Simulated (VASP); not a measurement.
Write the native input for VASP 6.6.1 that does the following.

| Item | Value |
| --- | --- |
| Task | single point |
| Functional | r2SCAN |
| Potentials or basis | VASP PAW PBE potentials, release 64 (Cu) |
| Cutoff | 660 eV |
| k mesh | 9 × 9 × 9 |
| Occupations | fermi-dirac, width 0.1 eV |
| Spin | no spin polarisation |
| Dipole correction | no |
| Further INCAR settings | ALGO = Normal; EDIFF = 1e-06; NBANDS = 18 |

Crystal: Cu.

```
Cu
1.0
     0.00000    2.62459    2.62459
     2.62459    0.00000    2.62459
     2.62459    2.62459    0.00000
Cu
2
Direct
  0.00000 0.00000 0.00000
  0.25000 0.25000 0.25000
```

This isn't the form of Cu at room conditions, which is fcc.

These files were run (other wordings do the same):

POSCAR

```
Cu
1.0
    0.0000000000      2.6245863863      2.6245863863
    2.6245863863      0.0000000000      2.6245863863
    2.6245863863      2.6245863863      0.0000000000
Cu
2
Direct
    1.0000000000      1.0000000000      1.0000000000
    0.2500000000      0.2500000000      0.2500000000
```

INCAR.step1

```
  PREC = Accurate
  ENCUT = 660
  ISMEAR = -1
  SIGMA = 0.1
  LREAL = F
  LASPH = T
  NELM = 120
  NBANDS = 18
  GGA = PE
  ALGO = Normal
  EDIFF = 1E-5
  LWAVE = T
  LCHARG = F
  GGA_COMPAT = F
```

INCAR.step2

```
  PREC = Accurate
  ENCUT = 660
  EDIFF = 1E-6
  ISMEAR = -1
  SIGMA = 0.1
  LREAL = F
  LASPH = T
  NELM = 120
  ALGO = Normal
  ISIF = 2
  LWAVE = F
  LCHARG = T
  METAGGA = R2SCAN
  LMIXTAU = T
  LELF = T
  LVHAR = T
  NBANDS = 18
  ISTART = 1
  GGA_COMPAT = F
```

KPOINTS

```
regular mesh
0
Gamma
  9 9 9
```

Potentials or basis: VASP PAW PBE potentials, release 64 (Cu).

Launch:

```bash
$ cat potpaw_PBE.64/Cu/POTCAR > POTCAR
$ cp INCAR.step1 INCAR
$ mpirun -np 1 vasp_std > vasp.out
$ cp INCAR.step2 INCAR
$ mpirun -np 1 vasp_std > vasp.out
```

Results of the run:

| Item | Value |
| --- | --- |
| Pressure | 0.3 GPa |
| Band gap on the k mesh | zero (bands 11 and 12 overlap by 0.73 eV) |

Caveat: the PAW data sets were made with another functional, which shifts forces and pressure a little.

Run time: 87 s on 1 thread of Intel(R) Xeon(R) Platinum 8259CL CPU @ 2.50GHz (Skylake/Cascade Lake), on a shared host, peak memory 0.19 GiB.
